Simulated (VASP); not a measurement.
# RbBr (Pm-3m) in VASP: G0W0 quasiparticle levels with PBE

Aim: the G0W0 quasiparticle levels of RbBr with PBE.

All numbers are computed with VASP 6.6.1; they aren't measurements. Logs are shortened: lines on timing, memory, paths and dates and some standing lists are left out, and cuts for length are marked.

**1. The cell of the first run**

It takes space group Pm-3m (No. 221, cubic). Conventional cell: a = 3.937 Å, b = 3.937 Å, c = 3.937 Å, α = 90.00°, β = 90.00°, γ = 90.00°. Within 4.5 Å of Rb (site symmetry m-3m) lie 8 Br at 3.41 Å and 6 Rb at 3.94 Å. Within 4.5 Å of Br (site symmetry m-3m) lie 8 Rb at 3.41 Å and 6 Br at 3.94 Å.

**2. G0W0 quasiparticle levels, PBE**

The input, POSCAR:

```
RbBr
1.0
    3.9374245855      0.0000000000      0.0000000000
    0.0000000000      3.9374245855      0.0000000000
    0.0000000000      0.0000000000      3.9374245855
Rb Br
1 1
Direct
    0.0000000000      0.0000000000      0.0000000000
    0.5000000000      0.5000000000      0.5000000000
```

The input, INCAR.step1:

```
SYSTEM = RbBr
PREC = Accurate ; ENCUT = 500
EDIFF = 1E-8 ; ISMEAR = 0
SIGMA = 0.01 ; LREAL = .FALSE.
LASPH = .TRUE. ; NELM = 60
ALGO = Normal ; LWAVE = .TRUE.
LCHARG = .FALSE. ; GGA = PE
```

The input, INCAR.step2:

```
SYSTEM = RbBr
PREC = Accurate ; ENCUT = 500
EDIFF = 1E-8 ; ISMEAR = 0
SIGMA = 0.01 ; LREAL = .FALSE.
LASPH = .TRUE. ; NELM = 1
ALGO = Exact ; LWAVE = .TRUE.
LCHARG = .FALSE. ; GGA = PE
NBANDS = 262 ; LOPTICS = .TRUE.
ISTART = 1
```

The input, INCAR.step3:

```
SYSTEM = RbBr
PREC = Accurate ; ENCUT = 500
EDIFF = 1E-8 ; ISMEAR = 0
SIGMA = 0.01 ; LREAL = .FALSE.
LASPH = .TRUE. ; ALGO = EVGW0
LWAVE = .FALSE. ; LCHARG = .FALSE.
GGA = PE ; NELMGW = 1
NBANDS = 262 ; ENCUTGW = 150.0
NOMEGA = 48 ; PRECFOCK = Fast
ISTART = 1 ; NBANDSGW = 16
```

The input, KPOINTS:

```
Automatic mesh
0
G
  4 4 4
  0 0 0
```

Potentials or basis: VASP PAW PBE potentials, release 64 (Rb_sv_GW, Br_GW).

On the command line:

```console
$ cat potpaw_PBE.64/Rb_sv_GW/POTCAR potpaw_PBE.64/Br_GW/POTCAR > POTCAR
$ cp INCAR.step1 INCAR
$ mpirun -np 1 vasp_std > vasp.out
$ cp INCAR.step2 INCAR
$ mpirun -np 1 vasp_std > vasp.out
$ cp INCAR.step3 INCAR
$ mpirun -np 1 vasp_std > vasp.out
```

OUTCAR:

```text
SYSTEM = RbBr
   PREC = Accurate
   ENCUT = 500
   EDIFF = 1E-8
   ISMEAR = 0
   LREAL = .FALSE.
   LASPH = .TRUE.
   GGA = PE
   NELMGW = 1
   ENCUTGW = 150.0
   PRECFOCK = Fast
   ISTART = 1

 ion  position               nearest neighbor table
   1  0.000  0.000  0.000-
   2  0.500  0.500  0.500-

  LATTYP: Found a simple cubic cell.
 ALAT       =     3.9374245855

  Lattice vectors:

 A1 = (   3.9374245855,   0.0000000000,   0.0000000000)
 A2 = (   0.0000000000,   3.9374245855,   0.0000000000)
 A3 = (   0.0000000000,   0.0000000000,   3.9374245855)

Analysis of symmetry for initial positions (statically):
=====================================================================
 Subroutine PRICEL returns:
 Original cell was already a primitive cell.

 Routine SETGRP: Setting up the symmetry group for a
 simple cubic supercell.

 Subroutine GETGRP returns: Found 48 space group operations
 (whereof 48 operations were pure point group operations)
 out of a pool of 48 trial point group operations.

The static configuration has the point symmetry O_h .

Analysis of symmetry for dynamics (positions and initial velocities):
=====================================================================
 Subroutine PRICEL returns:
 Original cell was already a primitive cell.

 Routine SETGRP: Setting up the symmetry group for a
 simple cubic supercell.

 Subroutine GETGRP returns: Found 48 space group operations
 (whereof 48 operations were pure point group operations)
 out of a pool of 48 trial point group operations.

The dynamic configuration has the point symmetry O_h .

 Subroutine INISYM returns: Found 48 space group operations
 (whereof 48 operations are pure point group operations),
 and found     1 'primitive' translations

----------------------------------------------------------------------------------------

                                     Primitive cell

  volume of cell :      61.0431

  direct lattice vectors                    reciprocal lattice vectors
     3.937424586  0.000000000  0.000000000     0.253973118  0.000000000  0.000000000
     0.000000000  3.937424586  0.000000000     0.000000000  0.253973118  0.000000000
     0.000000000  0.000000000  3.937424586     0.000000000  0.000000000  0.253973118

  length of vectors
     3.937424586  3.937424586  3.937424586     0.253973118  0.253973118  0.253973118

  position of ions in fractional coordinates (direct lattice)
[... 8 lines left out ...]
----------------------------------------------------------------------------------------

 KPOINTS: Automatic mesh

Automatic generation of k-mesh.
 Grid dimensions read from file:
 generate k-points for:    4    4    4

 Generating k-lattice:

  Cartesian coordinates                     Fractional coordinates (reciprocal lattice)
     0.063493280  0.000000000  0.000000000     0.250000000  0.000000000  0.000000000
     0.000000000  0.063493280  0.000000000     0.000000000  0.250000000  0.000000000
     0.000000000  0.000000000  0.063493280     0.000000000  0.000000000  0.250000000

  Length of vectors
     0.063493280  0.063493280  0.063493280

  Shift w.r.t. Gamma in fractional coordinates (k-lattice)
     0.000000000  0.000000000  0.000000000

 Subroutine IBZKPT returns following result:
 ===========================================

 Found     10 irreducible k-points:

 Following reciprocal coordinates:
            Coordinates               Weight
  0.000000  0.000000  0.000000      1.000000
  0.250000  0.000000  0.000000      6.000000
  0.500000  0.000000  0.000000      3.000000
  0.250000  0.250000  0.000000     12.000000
  0.500000  0.250000  0.000000     12.000000
  0.500000  0.500000  0.000000      3.000000
  0.250000  0.250000  0.250000      8.000000
  0.500000  0.250000  0.250000     12.000000
  0.500000  0.500000  0.250000      6.000000
  0.500000  0.500000  0.500000      1.000000
   k-points           NKPTS =     10   k-points in BZ     NKDIM =     64   number of bands    NBANDS=    262
   number of dos      NEDOS =    301   number of ions     NIONS =      2
   total plane-waves  NPLWV =  27000
   dimension x,y,z NGX =    30 NGY =   30 NGZ =   30
   dimension x,y,z NGXF=    60 NGYF=   60 NGZF=   60
   ions per type =               1   1
   NGX,Y,Z   is equivalent  to a cutoff of  12.67, 12.67, 12.67 a.u.
   NGXF,Y,Z  is equivalent  to a cutoff of  25.33, 25.33, 25.33 a.u.
 SYSTEM =  RbBr
   PREC   = accura    normal or accurate (medium, high low for compatibility)
   ISTART =      1    job   : 0-new  1-cont  2-samecut
   ICHARG =      0    charge: 1-file 2-atom 10-const
   ISPIN  =      1    spin polarized calculation?
   LNONCOLLINEAR =      F non collinear calculations
   LSORBIT =      F    spin-orbit coupling
   LASPH  =      T    aspherical Exc in radial PAW
   ENCUT  =  500.0 eV  36.75 Ry    6.06 a.u.   7.18  7.18  7.18*2*pi/ulx,y,z
   NELM   =     60;   NELMIN=  2; NELMDL=  0     # of ELM steps
   EDIFF  = 0.1E-07   stopping-criterion for ELM
   LREAL  =      F    real-space projection
   EDIFFG = 0.1E-06   stopping-criterion for IOM
   NSW    =      0    number of steps for IOM
   IBRION =     -1    ionic relax: 0-MD 1-quasi-New 2-CG
   NFREE  =      0    steps in history (QN), initial steepest desc. (CG)
   ISIF   =      0    stress and relaxation
   ISYM   =      3    0-nonsym 1-usesym 2-fastsym
   POTIM  = 0.5000    time-step for ionic-motion
   TEBEG  =    0.0;   TEEND  =   0.0 temperature during run
   PSTRESS=    0.0 pullay stress
   NELECT =      16.0000    total number of electrons
   NUPDOWN=      -1.0000    fix difference up-down
   EMIN   =  10.00;   EMAX   =-10.00  energy-range for DOS
   EFERMI =   0.00;   METHOD = LEGACY
   ISMEAR =     0;   SIGMA  =   0.01  broadening in eV -4-tet -1-fermi 0-gaus
   EFERMI_NEDOS =   21; number of points for ismear=-14 and -15
   IALGO  =     38    algorithm
   IMIX   =      4    mixing-type and parameters
     AMIX     =   0.40;   BMIX     =  1.00
     AMIX_MAG =   1.60;   BMIX_MAG =  1.00
  volume/ion in A,a.u.               =      30.52       205.97
  Fermi-wavevector in a.u.,A,eV,Ry     =   1.047698  1.979861 14.934708  1.097670
  Thomas-Fermi vector in A             =   2.182588
   LORBIT       =      0    0 simple, 1 ext, 2 COOP (PROOUT), +10 PAW based schemes
   GGA     = PE    functional components
   LHFCALC =     T    Hartree Fock is set to
   PRECFOCK=fast      Normal, Fast or Accurate (Low or Medium for compatibility)
   ENCUT4O =  -1.0   cutoff for four orbital integrals eV
   NKREDX  =     1    reduce k-point grid by
   NKREDY  =     1    reduce k-point grid by
   NKREDZ  =     1    reduce k-point grid by
   AEXX    =    1.0000 exact exchange contribution
   HFSCREEN=    0.0000 screening length (either q_TF or 0.3 A-1)
   HFSCREENC=   0.0000 screening length for correlation (either q_TF or 0.3 A-1)
   ENCUTFOCK=  -1.0 apply spherical cutoff to Coloumb kernel
   IVDW    =     0    specifies the selected vdW correction
   LEPSILON=     F    determine dielectric tensor
   LRPA    =     F    only Hartree local field effects (RPA)
   LRPAFORCE           =     F    calculate RPA forces
   ENCUTGW             = 150.0    cutoff for response function in eV
   ENCUTGWSOFT         = 120.0    soft cutoff for Coulomb kernel in GW response function in eV
   ENCUTLF             =  -1.0    cutoff for local field effects
   NELMGW              =     1    number of iterations in solving QP/BSE equation
   NELMHF              =     1    number of iterations in the inner HF iteration
   NKREDLFX            =     1    NKREDLFY  =   1   NKREDLFZ  =   1
 non-spin polarized calculation
 Gauss-broadening in eV      SIGMA  =   0.01
  energy-cutoff  :      500.00
  volume of cell :       61.04
 maximum number of plane-waves:      1596
 NGX is ok and might be reduce to    30
  NGX = 16; NGY = 16; NGZ = 16
   NGX = 15   NGY = 15   NGZ = 15
 maximum number of plane-waves:       280

 QP shifts <psi_nk| G(iteration)W_0 |psi_nk>: iteration 1
 for sc-GW calculations column KS-energies equals QP-energies in previous step
 and V_xc(KS)=  KS-energies - (<T + V_ion + V_H > + <T+V_H+V_ion>^1  + <V_x>^1)

 k-point   1 :       0.0000    0.0000    0.0000
  band No.  KS-energies  QP-energies   sigma(KS)   V_xc(KS)     V^pw_x(r,r')   Z            occupation Imag(sigma)

      1     -24.0494     -25.6123     -18.6603     -16.4321     -26.8930       0.7014       2.0000       1.2091
      2     -11.9844     -13.4973     -15.9876     -13.8891     -22.1763       0.7210       2.0000       1.3215
      3      -8.0002     -10.5159     -18.3556     -15.2228     -20.9343       0.8030       2.0000       0.1298
      4      -8.0002     -10.5159     -18.3556     -15.2228     -20.9343       0.8030       2.0000       0.1298
      5      -8.0002     -10.5159     -18.3556     -15.2228     -20.9343       0.8030       2.0000       0.1298
      6       0.7447      -1.0068     -15.0956     -12.9086     -16.6983       0.8009       2.0000       0.0903
[... 8 lines left out ...]
     15      14.0959      15.1984      -8.2488      -9.6056      -4.0599       0.8126       0.0000      -0.1684
     16      14.0959      15.1984      -8.2488      -9.6056      -4.0599       0.8126       0.0000      -0.1684

 k-point   2 :       0.2500    0.0000    0.0000
  band No.  KS-energies  QP-energies   sigma(KS)   V_xc(KS)     V^pw_x(r,r')   Z            occupation Imag(sigma)

      1     -24.0303     -25.5918     -18.6804     -16.4554     -26.9075       0.7018       2.0000       1.1975
      2     -11.9978     -13.5389     -15.9976     -13.8583     -22.1266       0.7204       2.0000       1.2917
      3      -8.0806     -10.5637     -18.2225     -15.1275     -20.8426       0.8023       2.0000       0.1424
      4      -7.9599     -10.4768     -18.4088     -15.2821     -20.9723       0.8050       2.0000       0.1256
      5      -7.9599     -10.4768     -18.4088     -15.2821     -20.9723       0.8050       2.0000       0.1256
      6      -0.3937      -2.2172     -14.0016     -11.7006     -15.7177       0.7925       2.0000       0.0989
[... 8 lines left out ...]
     15      11.5778      12.6499      -8.1006      -9.4085      -4.1147       0.8197       0.0000      -0.1202
     16      14.1601      15.1025      -8.3562      -9.5295      -3.9855       0.8031       0.0000      -0.1919

 k-point   3 :       0.5000    0.0000    0.0000
  band No.  KS-energies  QP-energies   sigma(KS)   V_xc(KS)     V^pw_x(r,r')   Z            occupation Imag(sigma)

      1     -24.0111     -25.5731     -18.7008     -16.4792     -26.9224       0.7031       2.0000       1.1857
      2     -12.0177     -13.5865     -15.9994     -13.8161     -22.0639       0.7185       2.0000       1.2580
      3      -8.1349     -10.5800     -18.1434     -15.0945     -20.8087       0.8020       2.0000       0.1554
      4      -7.9188     -10.4355     -18.4644     -15.3441     -21.0116       0.8066       2.0000       0.1210
      5      -7.9188     -10.4355     -18.4644     -15.3441     -21.0116       0.8066       2.0000       0.1210
      6      -1.2195      -3.1336     -13.5362     -11.1034     -15.4595       0.7868       2.0000       0.1152
[... 8 lines left out ...]
     15      12.1423      13.5940      -9.1206     -10.9062      -4.9037       0.8129       0.0000      -0.1280
     16      12.4069      13.2426      -7.8398      -8.8610      -3.8618       0.8183       0.0000      -0.1281

 k-point   4 :       0.2500    0.2500    0.0000
  band No.  KS-energies  QP-energies   sigma(KS)   V_xc(KS)     V^pw_x(r,r')   Z            occupation Imag(sigma)

      1     -24.0123     -25.5762     -18.6996     -16.4769     -26.9211       0.7036       2.0000       1.1903
      2     -11.9354     -13.4827     -16.0424     -13.9050     -22.1436       0.7239       2.0000       1.2819
      3      -8.2454     -10.7755     -18.0495     -14.8856     -20.6775       0.7997       2.0000       0.1426
      4      -8.0351     -10.5154     -18.2857     -15.2002     -20.8931       0.8039       2.0000       0.1389
      5      -7.9266     -10.4428     -18.4521     -15.3299     -21.0061       0.8059       2.0000       0.1229
      6      -0.3922      -2.2273     -14.0293     -11.7140     -15.7679       0.7926       2.0000       0.0997
[... 8 lines left out ...]
     15      12.0438      12.8776      -7.6218      -8.6431      -3.5550       0.8165       0.0000      -0.1343
     16      13.6830      14.8961      -8.6292     -10.1243      -4.4295       0.8114       0.0000      -0.1509
[... 64 lines left out ...]
      1     -23.9778     -25.5457     -18.7373     -16.5172     -26.9467       0.7062       2.0000       1.1792
      2     -11.7604     -13.3172     -16.1620     -14.0565     -22.2218       0.7394       2.0000       1.2692
      3      -8.3433     -10.8558     -17.9469     -14.8038     -20.6093       0.7994       2.0000       0.1508
      4      -8.1891     -10.7193     -18.1081     -14.9513     -20.7238       0.8015       2.0000       0.1399
      5      -8.1285     -10.6560     -18.2231     -15.0780     -20.7937       0.8036       2.0000       0.1240
      6      -0.6530      -2.5362     -14.2248     -11.8451     -16.0810       0.7914       2.0000       0.1064
[... 8 lines left out ...]
     15      13.6975      14.8551      -8.5746     -10.0034      -4.3505       0.8102       0.0000      -0.1601
     16      13.7170      15.2290      -9.1548     -11.0318      -4.7793       0.8056       0.0000      -0.1769

 k-point   9 :       0.5000    0.5000    0.2500
  band No.  KS-energies  QP-energies   sigma(KS)   V_xc(KS)     V^pw_x(r,r')   Z            occupation Imag(sigma)

      1     -23.9613     -25.5326     -18.7556     -16.5360     -26.9588       0.7079       2.0000       1.1755
      2     -11.6359     -13.1689     -16.2478     -14.1859     -22.3087       0.7435       2.0000       1.2721
      3      -8.4049     -10.9506     -17.8910     -14.7081     -20.5317       0.7998       2.0000       0.1431
      4      -8.4049     -10.9506     -17.8910     -14.7081     -20.5317       0.7998       2.0000       0.1431
      5      -8.1043     -10.6317     -18.2501     -15.1083     -20.8175       0.8044       2.0000       0.1234
      6      -0.5687      -2.4482     -14.2640     -11.8897     -16.1125       0.7916       2.0000       0.1053
[... 8 lines left out ...]
     15      13.6700      15.1504      -9.0589     -10.8882      -4.7296       0.8093       0.0000      -0.1697
     16      13.7133      15.4218      -9.6046     -11.7237      -5.2574       0.8063       0.0000      -0.1728

 k-point  10 :       0.5000    0.5000    0.5000
  band No.  KS-energies  QP-energies   sigma(KS)   V_xc(KS)     V^pw_x(r,r')   Z            occupation Imag(sigma)

      1     -23.9454     -25.5141     -18.7739     -16.5541     -26.9705       0.7067       2.0000       1.1708
      2     -11.5526     -13.0805     -16.3177     -14.2675     -22.3483       0.7453       2.0000       1.2603
      3      -8.3274     -10.8669     -18.0102     -14.8415     -20.6072       0.8014       2.0000       0.1277
      4      -8.3274     -10.8669     -18.0102     -14.8415     -20.6072       0.8014       2.0000       0.1277
      5      -8.3274     -10.8669     -18.0102     -14.8415     -20.6072       0.8014       2.0000       0.1277
      6      -0.8245      -2.7216     -13.8849     -11.4777     -15.7722       0.7881       2.0000       0.1088
[... 8 lines left out ...]
     15      13.8248      15.5587      -9.6950     -11.8522      -5.3317       0.8038       0.0000      -0.1782
     16      13.8248      15.5587      -9.6950     -11.8522      -5.3317       0.8038       0.0000      -0.1782
```

Wall time 5.9 min (1 thread of Intel Xeon Platinum 8488C (Sapphire Rapids), shared host); peak memory 0.81 GiB.

What came out:

```
Band gap on the k mesh, mean-field level : 4.62 eV, indirect (least direct gap 4.76 eV)
Quasiparticle gap                        : 6.98 eV
Least direct quasiparticle gap           : 7.14 eV
```

Levels at points of the mesh, in eV from the valence-band top:
| k point | band 4 | band 5 | band 6 | band 7 | band 8 | band 9 | band 10 | band 11 | band 12 |
| --- | --- | --- | --- | --- | --- | --- | --- | --- | --- |
| (0.00, 0.00, 0.00) | -8.89 | -8.89 | -0.15 | -0.15 | -0.15 | 4.62 | 5.38 | 5.38 | 10.30 |
| (0.50, 0.00, 0.00) | -8.81 | -8.81 | -2.11 | -0.31 | -0.31 | 6.89 | 7.81 | 8.45 | 8.66 |
| (0.50, 0.50, 0.00) | -9.37 | -8.76 | -1.20 | -1.20 | 0.00 | 5.35 | 6.33 | 8.04 | 8.04 |
| (0.50, 0.50, 0.50) | -9.22 | -9.22 | -1.72 | -1.72 | -1.72 | 8.76 | 8.76 | 8.76 | 10.08 |

Caveat: bands, screening cutoff and mesh are small and nothing is extrapolated, so the quasiparticle values aren't converged. A k mesh can miss the band edges.
